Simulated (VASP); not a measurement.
The system is Si.

```xyz
1
Lattice="-1.6269 1.6269 1.3203 1.6269 -1.6269 1.3203 1.6269 1.6269 -1.3203" Properties=species:S:1:pos:R:3 pbc="T T T"
Si    0.0000    0.0000    0.0000
```

| Quantity | Value |
| --- | --- |
| Program | VASP 6.6.1 |
| Task | relaxation of cell and atoms |
| Functional | LDA |
| Potentials or basis | VASP PAW LDA potentials, release 64 (Si) |
| Cutoff | 600 eV |
| k mesh | 13 × 13 × 13 |
| Occupations | fermi-dirac, width 0.05 eV |
| Spin | no spin polarisation |

At the start: pressure -0.2 GPa; volume 13.98 Å³/atom.

Task: Where does the relaxation end?

Result: Over 8 steps the energy falls by 8.4 meV/atom; space group I4/mmm (No. 139, to 0.05 Å).

The path:
```
step  energy change (eV)  largest force (eV/Å)  pressure (GPa)  volume (Å³)
   1              0.0000                0.0000           -0.18        13.98
   2             -0.0032                0.0000            0.06        13.95
   3             -0.0068                0.0000            0.53        13.91
   4             -0.0062                0.0000            1.26        13.82
   5             -0.0081                0.0000            0.81        13.87
   6             -0.0080                0.0000           -0.59        14.06
   7             -0.0083                0.0000            0.12        13.96
   8             -0.0084                0.0000           -0.02        13.98
```

Final structure:
```xyz
1
Lattice="-1.6509 1.6509 1.2824 1.6509 -1.6509 1.2824 1.6509 1.6509 -1.2824" Properties=species:S:1:pos:R:3 pbc="T T T"
Si    0.0000    0.0000    0.0000
```
